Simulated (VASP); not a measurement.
# MoBrF3: relaxation of cell and atoms with PBE

MoBrF3:

```xyz
5
Lattice="4.1463 0.0000 0.0000 0.0000 4.1463 0.0000 0.0000 0.0000 4.1463" Properties=species:S:1:pos:R:3 pbc="T T T"
Mo    0.0000    0.0000    0.0000
Br    2.0732    2.0732    2.0732
F     2.0732    2.0732    0.0000
F     2.0732    0.0000    2.0732
F     0.0000    2.0732    2.0732
```

The cell was built from a structure type or drawn by symmetry, and may not be a known phase.

```
Program                : VASP 6.6.1
Task                   : relaxation of cell and atoms
Functional             : PBE
Potentials or basis    : VASP PAW PBE potentials, release 64 (Mo_sv, Br, F)
Cutoff                 : 600 eV
k mesh                 : 4 × 4 × 4
Occupations            : gaussian, width 0.1 eV
Spin                   : collinear spin
Starting moments       : [1.0, 0.0, 0.0, 0.0, 0.0] μB
Dipole correction      : no
Further INCAR settings : ALGO = Normal; EDIFF = 1e-06; IBRION = 2; EDIFFG = -0.04; NSW = 90; ISIF = 3
```

```
Relaxed volume                                        : 19.24 Å³/atom
Relaxed cell                                          : a = 4.582 Å, b = 4.582 Å, c = 4.582 Å, α = 90.00°, β = 90.00°, γ = 90.00°
Space group after relaxing (to 0.1 Å)                 : Pm-3m (No. 221)
Energy gained by relaxing                             : 341.5 meV/atom
Ionic steps                                           : 4
Pressure after relaxing                               : 0.0 GPa
Net moment                                            : 3.50 μB per cell
Site moments                                          : Mo +4.02; Br -0.66; F -0.14 μB
Valence electrons inside the program's atomic spheres : Mo 12.02; Br 4.55; F 5.99
```

Step by step:
```tsv
step	energy change (eV)	largest force (eV/Å)	pressure (GPa)	volume (Å³)
1	0.0000	0.0000	28.48	71.28
2	-1.6744	0.0000	-2.23	100.75
3	-1.7068	0.0000	0.34	95.54
4	-1.7075	0.0000	-0.01	96.18
```

Final structure:
```
Mo Br F
1.0
     4.58175    0.00000    0.00000
     0.00000    4.58175    0.00000
     0.00000    0.00000    4.58175
Mo Br F
1 1 3
Direct
  0.00000 0.00000 0.00000
  0.50000 0.50000 0.50000
  0.50000 0.50000 0.00000
  0.50000 0.00000 0.50000
  0.00000 0.50000 0.50000
```

Levels at points of the mesh, in eV from the Fermi level:
Spin up:
| k point | band 20 | band 21 | band 22 | band 23 | band 24 | band 25 | band 26 |
| --- | --- | --- | --- | --- | --- | --- | --- |
| (0.00, 0.00, 0.00) | -0.34 | -0.34 | -0.34 | -0.17 | 1.53 | 1.53 | 1.53 |
| (0.50, 0.00, 0.00) | -0.40 | -0.31 | -0.10 | -0.10 | 1.41 | 1.41 | 1.75 |
| (0.50, 0.50, 0.00) | -0.44 | -0.35 | -0.11 | -0.11 | -0.11 | 1.24 | 2.18 |
| (0.50, 0.50, 0.50) | -2.23 | -0.26 | -0.26 | -0.26 | -0.18 | -0.18 | 2.05 |
Spin down:
```csv
k point,band 16,band 17,band 18,band 19,band 20,band 21,band 22,band 23
"(0.00, 0.00, 0.00)",-3.81,-3.81,0.79,0.79,0.79,1.42,2.24,2.24
"(0.50, 0.00, 0.00)",-3.88,-3.88,-1.85,0.64,0.64,2.46,2.53,2.82
"(0.50, 0.50, 0.00)",-3.81,-3.50,-2.23,-2.23,0.49,2.53,2.70,2.90
"(0.50, 0.50, 0.50)",-3.49,-3.37,-2.87,-2.87,-2.87,2.66,2.66,2.66
```

It took 2.6 min on 1 thread of Intel(R) Xeon(R) Platinum 8488C (Sapphire Rapids), with other jobs on the host, peak memory 0.25 GiB.

Caveat: the k points lie up to 0.34 Å⁻¹ apart in the final cell; the volume moved by over 15 % at a fixed basis, so the end points are rough.
